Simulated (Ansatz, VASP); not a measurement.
# CrSbC3: VASP beside Ansatz

File INCAR:

```
SYSTEM = CrSbC3
PREC = Accurate
ENCUT = 600
EDIFF = 1E-7
ISMEAR = 0
SIGMA = 0.1
LREAL = .FALSE.
LASPH = .TRUE.
NELM = 120
ALGO = Normal
ISIF = 3
LWAVE = .FALSE.
LCHARG = .FALSE.
GGA = PE
IBRION = 2
NSW = 100
EDIFFG = -0.01
GGA_COMPAT = .FALSE.
NELMIN = 4
```

KPOINTS

```
regular mesh
0
G
  10 10 10
  0 0 0
```

The input POSCAR:

```
CrSbC3
1.0
    3.8941753228      0.0000000000      0.0000000000
    0.0000000000      3.8941753228      0.0000000000
    0.0000000000      0.0000000000      3.8941753228
Cr Sb C
1 1 3
Direct
    0.5000000000      0.5000000000      0.5000000000
    0.0000000000      0.0000000000      0.0000000000
    0.0000000000      0.5000000000      0.5000000000
    0.5000000000      0.0000000000      0.5000000000
    0.5000000000      0.5000000000      0.0000000000
```

Input for Ansatz:

```yaml
crystal:
  lattice:
    - [3.8941753228, 0.0, 0.0]
    - [0.0, 3.8941753228, 0.0]
    - [0.0, 0.0, 3.8941753228]
  atoms:
    - { symbol: Cr, position: [0.5, 0.5, 0.5] }
    - { symbol: Sb, position: [0.0, 0.0, 0.0] }
    - { symbol: C, position: [0.0, 0.5, 0.5] }
    - { symbol: C, position: [0.5, 0.0, 0.5] }
    - { symbol: C, position: [0.5, 0.5, 0.0] }
basis:
  ecutwfc: 420
kpoints:
  mp_grid: { grid: [10, 10, 10] }
hamiltonian:
  xc: pbe
scf:
  occupations: { method: gaussian, width: 0.1 }
output:
  forces: true
  stress: true
  eigenvalues: true
relax:
  adjacent_minimum: "off"
  f_tol: 0.01
  max_steps: 80
  cell: { stress_tol: 0.05 }
```

Alike in both runs: task relaxation of cell and atoms; functional PBE; k mesh 10 × 10 × 10; occupations gaussian, width 0.1 eV; no spin polarisation.

|  | VASP | Ansatz |
| --- | --- | --- |
| version | VASP 6.6.1 | Ansatz 0.2.0 |
| potentials or method | VASP PAW PBE potentials, release 64 (Cr_pv, Sb, C), cutoff 600 eV | scalar-relativistic, plane waves, PAW |
| valence electrons in the cell | 29 | 41 |

```csv
,VASP,Ansatz,Ansatz less VASP
"gap on the k mesh at the Fermi level, each at its own relaxed structure (eV)",none,none,-
relaxed volume (Å³/atom),11.93,11.96,+0.027
relaxed cell length with the largest relative difference (Å),3.908,3.911,+0.0030
```

A gap of «none» marks a metal or a gap that the smearing closes. VASP's potentials hold 29 valence electrons a cell and Ansatz's 41, so a difference there can come from the potentials and not from the codes.

Neither program's run includes spin-orbit coupling.
